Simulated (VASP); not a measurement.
# SmNbS3 (Pm-3m) in VASP: notebook, part 2 of 2

VASP 6.6.1. The steps go on from the part before.

## (3) Single point, PBE

This run uses another cell than the first one, of 21.71 Å³/atom.

INCAR reads:

```
PREC     = Accurate       # precision mode
ENCUT    = 500            # plane-wave cutoff, eV
EDIFF    = 1E-6           # SCF threshold, eV
ISMEAR   = 0              # smearing method
SIGMA    = 0.1            # smearing width, eV
LREAL    = F              # projectors in reciprocal space
LASPH    = T              # aspherical terms in the spheres
NELM     = 200            # most SCF steps
ALGO     = Normal         # electronic algorithm
ISIF     = 2              # what is computed and relaxed
LWAVE    = F              # write WAVECAR
LCHARG   = F              # write CHGCAR
GGA      = PE             # functional
NBANDS   = 29             # bands
GGA_COMPAT= F            
LMAXMIX  = 6              # l up to which the mixer works
```

KPOINTS reads:

```
Automatic mesh
0
Gamma
  8 8 8
```

POSCAR reads:

```
SmNbS3
1.0
    4.7701477867      0.0000000000      0.0000000000
    0.0000000000      4.7701477867      0.0000000000
    0.0000000000      0.0000000000      4.7701477867
Sm Nb S
1 1 3
Direct
    0.0000000000      0.0000000000      0.0000000000
    0.5000000000      0.5000000000      0.5000000000
    0.0000000000      0.5000000000      0.5000000000
    0.5000000000      0.0000000000      0.5000000000
    0.5000000000      0.5000000000      0.0000000000
```

Potentials or basis: VASP PAW PBE potentials, release 64 (Sm_3, Nb_sv, S), 4f in core.

Command:

```
$ cat potpaw_PBE.64/Sm_3/POTCAR potpaw_PBE.64/Nb_sv/POTCAR potpaw_PBE.64/S/POTCAR > POTCAR
$ mpirun -np 1 vasp_std > vasp.out
```

OUTCAR:

```text
PREC = Accurate
   ENCUT = 500
   EDIFF = 1E-6
   ISMEAR = 0
   LREAL = F
   LASPH = T
   NELM = 200
   ISIF = 2
   GGA = PE

 ion  position               nearest neighbor table
   1  0.000  0.000  0.000-
   2  0.500  0.500  0.500-   3 2.39   4 2.39   5 2.39   5 2.39   4 2.39   3 2.39
   3  0.000  0.500  0.500-   2 2.39   2 2.39
   4  0.500  0.000  0.500-   2 2.39   2 2.39
   5  0.500  0.500  0.000-   2 2.39   2 2.39

  LATTYP: Found a simple cubic cell.
 ALAT       =     4.7701477867

  Lattice vectors:

 A1 = (   4.7701477867,   0.0000000000,   0.0000000000)
 A2 = (   0.0000000000,   4.7701477867,   0.0000000000)
 A3 = (   0.0000000000,   0.0000000000,   4.7701477867)

Analysis of symmetry for initial positions (statically):
=====================================================================
 Subroutine PRICEL returns:
 Original cell was already a primitive cell.

 Routine SETGRP: Setting up the symmetry group for a
 simple cubic supercell.

 Subroutine GETGRP returns: Found 48 space group operations
 (whereof 48 operations were pure point group operations)
 out of a pool of 48 trial point group operations.

The static configuration has the point symmetry O_h .

Analysis of symmetry for dynamics (positions and initial velocities):
=====================================================================
 Subroutine PRICEL returns:
 Original cell was already a primitive cell.

 Routine SETGRP: Setting up the symmetry group for a
 simple cubic supercell.

 Subroutine GETGRP returns: Found 48 space group operations
 (whereof 48 operations were pure point group operations)
 out of a pool of 48 trial point group operations.

The dynamic configuration has the point symmetry O_h .
[... 121 lines left out ...]
   EFERMI_NEDOS =   21; number of points for ismear=-14 and -15
   IALGO  =     38    algorithm
   IMIX   =      4    mixing-type and parameters
     AMIX     =   0.40;   BMIX     =  1.00
     AMIX_MAG =   1.60;   BMIX_MAG =  1.00
  volume/ion in A,a.u.               =      21.71       146.49
  Fermi-wavevector in a.u.,A,eV,Ry     =   1.192961  2.254369 19.363199  1.423155
  Thomas-Fermi vector in A             =   2.328986
   LORBIT       =      0    0 simple, 1 ext, 2 COOP (PROOUT), +10 PAW based schemes
   GGA     = PE    functional components
   LHFCALC =     F    Hartree Fock is set to
   AEXX    =    0.0000 exact exchange contribution
   IVDW    =     0    specifies the selected vdW correction
   LEPSILON=     F    determine dielectric tensor
   LRPA    =     F    only Hartree local field effects (RPA)
 non-spin polarized calculation
 Gauss-broadening in eV      SIGMA  =   0.10
  energy-cutoff  :      500.00
  volume of cell :      108.54
 maximum number of plane-waves:      2800
 NGX is ok and might be reduce to    36
   NGX = 17   NGY = 17   NGZ = 17

 number of electron      42.0000013 magnetization

 Free energy of the ion-electron system (eV)
  ---------------------------------------------------
  ext. energy  EPLUGINS =         0.00000000
  ---------------------------------------------------
  free energy    TOTEN  =       -32.49030631 eV

  energy without entropy =      -32.47237299  energy(sigma->0) =      -32.48133965

 E-fermi :   6.8322     XC(G=0): -10.2421

 val. band max:        6.7966013704   @ k =   0.5000   0.2500   0.0000
 cond. band min:       6.8324532885   @ k =   0.1250   0.1250   0.0000
 fundamental gap:      0.0358519182
 Fermi energy:         6.8322307272

 k-point     1 :       0.0000    0.0000    0.0000
  band No.  band energies     occupation
      1     -49.0819      2.00000
      2     -36.7208      2.00000
      3     -25.2441      2.00000
      4     -25.2441      2.00000
      5     -25.2441      2.00000
      6     -15.9429      2.00000
[... 757 lines left out ...]
     28       9.2039      0.00000
     29       9.5318      0.00000

 [... further k-points ...]

------------------------ aborting loop because EDIFF is reached ----------------------------------------

  FORCE on cell =-STRESS in cart. coord.  units (eV):
  Direction    XX          YY          ZZ          XY          YZ          ZX
  --------------------------------------------------------------------------------------
  -------------------------------------------------------------------------------------
  Total       -0.1768967     -0.1768967     -0.1768967      0.0000000      0.0000000      0.0000000
  in kB       -2.6111686     -2.6111686     -2.6111686      0.0000000      0.0000000      0.0000000
  external PRESSURE =      -2.6111686 kB  Pullay stress =       0.0000000 kB

 VOLUME and BASIS-vectors are now :
 -----------------------------------------------------------------------------
  energy-cutoff  :      500.00
  volume of cell :      108.54
      direct lattice vectors                 reciprocal lattice vectors
     4.770147787  0.000000000  0.000000000     0.209637111  0.000000000  0.000000000
     0.000000000  4.770147787  0.000000000     0.000000000  0.209637111  0.000000000
     0.000000000  0.000000000  4.770147787     0.000000000  0.000000000  0.209637111

 POSITION                                       TOTAL-FORCE (eV/Angst)
 -----------------------------------------------------------------------------------
      0.00000      0.00000      0.00000         0.000000      0.000000      0.000000
      2.38507      2.38507      2.38507         0.000000      0.000000      0.000000
      0.00000      2.38507      2.38507         0.000000      0.000000      0.000000
      2.38507      0.00000      2.38507         0.000000      0.000000      0.000000
      2.38507      2.38507      0.00000         0.000000      0.000000      0.000000
 -----------------------------------------------------------------------------------
    total drift:                                0.000000      0.000000      0.000000

  FREE ENERGIE OF THE ION-ELECTRON SYSTEM (eV)
  ---------------------------------------------------
  free  energy   TOTEN  =       -32.4903063148 eV

  energy  without entropy=      -32.4723729876  energy(sigma->0) =      -32.48133965
```

stdout:

```text
POSCAR found type information on POSCAR SmNbS
 POSCAR found :  3 types and       5 ions
 scaLAPACK will be used
 LDA part: xc-table for (Slater+PW92), standard interpolation
 POSCAR, INCAR and KPOINTS ok, starting setup
 FFT: planning ... GRIDC
 FFT: planning ... GRID_SOFT
 FFT: planning ... GRID
 WAVECAR not read
 entering main loop
```

Run time: 66 s. Hardware: 1 thread of Intel Xeon Platinum 8488C (Sapphire Rapids), shared host; peak memory 0.26 GiB.

Results:

- Free energy: -32.4903 eV
- Pressure: -0.3 GPa
- Band gap on the k mesh: zero (bands 21 and 22 overlap by 2.56 eV)

Caveat: spin-orbit coupling is left out, which moves the levels of the heavy elements; the 4f electrons are frozen in the core, so they carry no moment and show no levels; the run has no spin polarisation, though such a crystal can be magnetic. Spin polarisation is off, so any magnetic state and its effect on volume and gap are missing.

## (4) Single point, PBE, collinear spin

INCAR reads:

```
SYSTEM = SmNbS3
  PREC = Accurate
  ENCUT = 500
  EDIFF = 1E-6
  ISMEAR = 0
  SIGMA = 0.1
  LREAL = .FALSE.
  LASPH = .TRUE.
  NELM = 200
  ALGO = Normal
  ISIF = 2
  LWAVE = .FALSE.
  LCHARG = .TRUE.
  ISPIN = 2
  MAGMOM = 0.05 0.31 0.03 0.03 0.03
  LORBIT = 11
  LMAXMIX = 6
  GGA = PE
  LELF = .TRUE.
  LVHAR = .TRUE.
  NBANDS = 33
  GGA_COMPAT = .FALSE.
```

KPOINTS reads:

```
regular mesh
0
G
  4 4 4
  0 0 0
```

POSCAR: that of step 3 with these lines changed.

```diff
@@ -2,5 +2,5 @@
 1.0
-    4.7701477867      0.0000000000      0.0000000000
-    0.0000000000      4.7701477867      0.0000000000
-    0.0000000000      0.0000000000      4.7701477867
+    4.6881812300      0.0000000000      0.0000000000
+    0.0000000000      4.6881812300      0.0000000000
+    0.0000000000      0.0000000000      4.6881812300
 Sm Nb S
```

Command:

```
$ cat potpaw_PBE.64/Sm_3/POTCAR potpaw_PBE.64/Nb_sv/POTCAR potpaw_PBE.64/S/POTCAR > POTCAR
$ mpirun -np 1 vasp_std > vasp.out
```

Run time: 53 s. Hardware: 1 thread of Intel Xeon Platinum 8488C (Sapphire Rapids), shared host; peak memory 0.26 GiB.

The run converged. Its results:

```yaml
Free_energy: -32.2121 eV
Pressure: 6.0 GPa
Net_moment: 0.71 μB per cell
Site_moments: Sm +0.05; Nb +0.37; S +0.02 μB
Valence_electrons_inside_the_program's_atomic_spheres: Sm 8.65; Nb 10.76; S 3.79
```

Levels at points of the mesh, in eV from the Fermi level:
Spin up:
```
           k point  band 19  band 20  band 21  band 22  band 23  band 24
(0.00, 0.00, 0.00)    -2.02    -2.02    -1.71    -1.71    -1.71    -0.51
(0.50, 0.00, 0.00)    -2.22    -2.22    -1.71     0.68     1.12     1.22
(0.50, 0.50, 0.00)    -3.54    -1.63     0.51     0.96     0.96     1.23
(0.50, 0.50, 0.50)    -1.32    -1.32     0.64     0.99     0.99     0.99
```
Spin down:
```tsv
k point	band 17	band 18	band 19	band 20	band 21	band 22	band 23	band 24
(0.00, 0.00, 0.00)	-2.90	-1.72	-1.72	-1.72	-1.67	-1.67	-1.67	-0.41
(0.50, 0.00, 0.00)	-4.60	-4.15	-2.17	-2.17	-1.36	0.72	1.27	1.30
(0.50, 0.50, 0.00)	-3.75	-3.75	-3.47	-1.58	0.71	1.27	1.27	1.30
(0.50, 0.50, 0.50)	-5.88	-1.28	-1.28	-1.28	0.71	1.03	1.03	1.03
```

Caveat: the magnetic or orbital state may not be the lowest; the cell stands under pressure; spin-orbit coupling is left out, which moves the levels of the heavy elements; the 4f electrons are frozen in the core, so they carry no moment and show no levels. With open d or f shells a metallic result of PBE can be an artefact of self-interaction; +U or a hybrid may open a gap.

## (5) Single point, PBE, collinear spin

This run uses another cell than the first one, of 21.86 Å³/atom.

INCAR reads:

```
SYSTEM = SmNbS3
ALGO = Normal
EDIFF = 1E-6
ENCUT = 500
GGA = PE
GGA_COMPAT = .False.
ISIF = 2
ISMEAR = 0
ISPIN = 2
LASPH = .True.
LCHARG = .False.
LMAXMIX = 6
LORBIT = 11
LREAL = .False.
LWAVE = .False.
MAGMOM = 0.06 0.4 0.03 0.03 0.03
NBANDS = 33
NELM = 200
PREC = Accurate
SIGMA = 0.1
```

KPOINTS reads:

```
k-points
0
Gamma
  4 4 4
  0 0 0
```

POSCAR: that of step 4 with these lines changed.

```diff
@@ -2,5 +2,5 @@
 1.0
-    4.6881812300      0.0000000000      0.0000000000
-    0.0000000000      4.6881812300      0.0000000000
-    0.0000000000      0.0000000000      4.6881812300
+    4.7814280726      0.0000000000      0.0000000000
+    0.0000000000      4.7814280726      0.0000000000
+    0.0000000000      0.0000000000      4.7814280726
 Sm Nb S
```

Potentials or basis: VASP PAW PBE potentials, release 64 (Sm_3, Nb_sv, S), 4f in core.

Command:

```
$ cat potpaw_PBE.64/Sm_3/POTCAR potpaw_PBE.64/Nb_sv/POTCAR potpaw_PBE.64/S/POTCAR > POTCAR
$ mpirun -np 1 vasp_std > vasp.out
```

OUTCAR:

```text
SYSTEM = SmNbS3
   EDIFF = 1E-6
   ENCUT = 500
   GGA = PE
   ISIF = 2
   ISMEAR = 0
   ISPIN = 2
   LASPH = .True.
   LORBIT = 11
   LREAL = .False.
   NELM = 200
   PREC = Accurate

 ion  position               nearest neighbor table
   1  0.000  0.000  0.000-
   2  0.500  0.500  0.500-   3 2.39   4 2.39   5 2.39   5 2.39   4 2.39   3 2.39
   3  0.000  0.500  0.500-   2 2.39   2 2.39
   4  0.500  0.000  0.500-   2 2.39   2 2.39
   5  0.500  0.500  0.000-   2 2.39   2 2.39

  LATTYP: Found a simple cubic cell.
 ALAT       =     4.7814280726

  Lattice vectors:

 A1 = (   4.7814280726,   0.0000000000,   0.0000000000)
 A2 = (   0.0000000000,   4.7814280726,   0.0000000000)
 A3 = (   0.0000000000,   0.0000000000,   4.7814280726)

Analysis of symmetry for initial positions (statically):
=====================================================================
 Subroutine PRICEL returns:
 Original cell was already a primitive cell.

 Routine SETGRP: Setting up the symmetry group for a
 simple cubic supercell.

 Subroutine GETGRP returns: Found 48 space group operations
 (whereof 48 operations were pure point group operations)
 out of a pool of 48 trial point group operations.

The static configuration has the point symmetry O_h .

Analysis of symmetry for dynamics (positions and initial velocities):
=====================================================================
 Subroutine PRICEL returns:
 Original cell was already a primitive cell.

 Routine SETGRP: Setting up the symmetry group for a
 simple cubic supercell.

 Subroutine GETGRP returns: Found 48 space group operations
 (whereof 48 operations were pure point group operations)
 out of a pool of 48 trial point group operations.

The dynamic configuration has the point symmetry O_h .

Analysis of structural, dynamic, and magnetic symmetry:
[... 150 lines left out ...]

 E-fermi :   6.7040     XC(G=0): -10.2083

 val. band max:        6.6971573224   @ k =   0.2500   0.2500   0.0000
 cond. band min:       6.8251261212   @ k =   0.2500   0.2500   0.2500
 fundamental gap:      0.1279687988
 Fermi energy:         6.7039519581

 spin component 1

 k-point     1 :       0.0000    0.0000    0.0000
  band No.  band energies     occupation
      1     -49.3360      1.00000
      2     -36.7727      1.00000
      3     -25.5156      1.00000
      4     -25.5156      1.00000
      5     -25.5156      1.00000
      6     -16.0018      1.00000
[... 349 lines left out ...]
     32      13.3737      0.00000
     33      14.1314      0.00000
 Fermi energy:         6.7039519581

 spin component 2

 k-point     1 :       0.0000    0.0000    0.0000
  band No.  band energies     occupation
      1     -49.0223      1.00000
      2     -36.7485      1.00000
      3     -25.1574      1.00000
      4     -25.1574      1.00000
      5     -25.1574      1.00000
      6     -15.9667      1.00000
[... 349 lines left out ...]
     32      13.5399      0.00000
     33      14.2137      0.00000

------------------------ aborting loop because EDIFF is reached ----------------------------------------

  FORCE on cell =-STRESS in cart. coord.  units (eV):
  Direction    XX          YY          ZZ          XY          YZ          ZX
  --------------------------------------------------------------------------------------
  -------------------------------------------------------------------------------------
  Total       -0.2220666     -0.2220666     -0.2220666      0.0000000      0.0000000     -0.0000000
  in kB       -3.2547749     -3.2547749     -3.2547749      0.0000000      0.0000000     -0.0000000
  external PRESSURE =      -3.2547749 kB  Pullay stress =       0.0000000 kB

 VOLUME and BASIS-vectors are now :
 -----------------------------------------------------------------------------
  energy-cutoff  :      500.00
  volume of cell :      109.31
      direct lattice vectors                 reciprocal lattice vectors
     4.781428073  0.000000000  0.000000000     0.209142538  0.000000000  0.000000000
     0.000000000  4.781428073  0.000000000     0.000000000  0.209142538  0.000000000
     0.000000000  0.000000000  4.781428073     0.000000000  0.000000000  0.209142538

 POSITION                                       TOTAL-FORCE (eV/Angst)
 -----------------------------------------------------------------------------------
      0.00000      0.00000      0.00000         0.000000      0.000000      0.000000
      2.39071      2.39071      2.39071         0.000000      0.000000      0.000000
      0.00000      2.39071      2.39071         0.000000      0.000000      0.000000
      2.39071      0.00000      2.39071         0.000000      0.000000      0.000000
      2.39071      2.39071      0.00000         0.000000      0.000000      0.000000
 -----------------------------------------------------------------------------------
    total drift:                                0.000000      0.000000      0.000000

  FREE ENERGIE OF THE ION-ELECTRON SYSTEM (eV)
  ---------------------------------------------------
  free  energy   TOTEN  =       -32.3187726108 eV

  energy  without entropy=      -32.3040293017  energy(sigma->0) =      -32.31140096

 total charge

# of ion       s       p       d       tot
------------------------------------------
    1        2.061   5.886   0.662   8.609
    2        2.164   6.053   2.443  10.660
    3        1.335   2.431   0.000   3.766
    4        1.335   2.431   0.000   3.766
    5        1.335   2.431   0.000   3.766
--------------------------------------------------
tot          8.229  19.233   3.106  30.568

 magnetization (x)

# of ion       s       p       d       tot
------------------------------------------
    1        0.002   0.000   0.050   0.053
    2        0.003   0.004   0.451   0.458
    3        0.001   0.014   0.000   0.015
    4        0.001   0.014   0.000   0.015
    5        0.001   0.014   0.000   0.015
--------------------------------------------------
tot          0.008   0.047   0.501   0.556
```

stdout:

```text
POSCAR found type information on POSCAR SmNbS
 POSCAR found :  3 types and       5 ions
 scaLAPACK will be used
 LDA part: xc-table for (Slater+PW92), standard interpolation
 POSCAR, INCAR and KPOINTS ok, starting setup
 FFT: planning ... GRIDC
 FFT: planning ... GRID_SOFT
 FFT: planning ... GRID
 WAVECAR not read
 entering main loop
```

Wall time 52 s (1 thread of Intel Xeon Platinum 8488C (Sapphire Rapids), shared host); peak memory 0.26 GiB.

Results:

```yaml
Free_energy: -32.3188 eV
Pressure: -0.3 GPa
Net_moment: 0.84 μB per cell
Site_moments: Sm +0.05; Nb +0.46; S +0.01 μB
Valence_electrons_inside_the_program's_atomic_spheres: Sm 8.61; Nb 10.66; S 3.77
```

Levels at points of the mesh, in eV from the Fermi level:
Spin up:
```csv
k point,band 17,band 18,band 19,band 20,band 21,band 22,band 23,band 24,band 25,band 26
"(0.00, 0.00, 0.00)",-2.83,-1.86,-1.86,-1.86,-1.77,-1.77,-1.77,-0.44,-0.44,0.52
"(0.50, 0.00, 0.00)",-4.50,-3.98,-2.24,-2.24,-1.58,0.64,0.97,1.08,1.12,1.12
"(0.50, 0.50, 0.00)",-3.67,-3.67,-3.53,-1.62,0.44,0.82,0.82,1.10,1.80,2.10
"(0.50, 0.50, 0.50)",-5.72,-1.34,-1.34,-1.34,0.60,0.87,0.87,0.87,1.49,1.49
```
Spin down:
```csv
k point,band 17,band 18,band 19,band 20,band 21,band 22,band 23,band 24
"(0.00, 0.00, 0.00)",-2.78,-1.72,-1.72,-1.72,-1.49,-1.49,-1.49,-0.33
"(0.50, 0.00, 0.00)",-4.38,-3.91,-2.19,-2.19,-1.14,0.69,1.16,1.17
"(0.50, 0.50, 0.00)",-3.61,-3.61,-3.46,-1.57,0.68,1.18,1.21,1.21
"(0.50, 0.50, 0.50)",-5.60,-1.29,-1.29,-1.29,0.68,0.92,0.92,0.92
```

Caveat: the magnetic or orbital state may not be the lowest; spin-orbit coupling is left out, which moves the levels of the heavy elements; the 4f electrons are frozen in the core, so they carry no moment and show no levels. With open d or f shells a metallic result of PBE can be an artefact of self-interaction; +U or a hybrid may open a gap.

## (6) Summary

```tsv
spin	cell	k mesh	gap on the mesh (eV)	pressure (GPa)	moment (μB)
off	a = 4.688 Å, 5 atoms	4 × 4 × 4	none	5.8	-
off	a = 4.770 Å, 5 atoms	8 × 8 × 8	none	-0.3	-
collinear	a = 4.688 Å, 5 atoms	4 × 4 × 4	none	6.0	0.71
collinear	a = 4.781 Å, 5 atoms	4 × 4 × 4	none	-0.3	0.84
```

Alike in all rows: task single point; level PBE; potentials or basis VASP PAW PBE potentials, release 64 (Sm_3, Nb_sv, S), 4f in core; cutoff (eV) 500; smearing gaussian 0.1 eV.

Caveats: spin-orbit coupling is left out, which moves the levels of the heavy elements; the 4f electrons are frozen in the core, so they carry no moment and show no levels; the cell stands under pressure (at least some runs); the magnetic or orbital state may not be the lowest (at least some runs).

Total energies depend on the potentials used, so only differences within one code and one set of settings carry meaning.
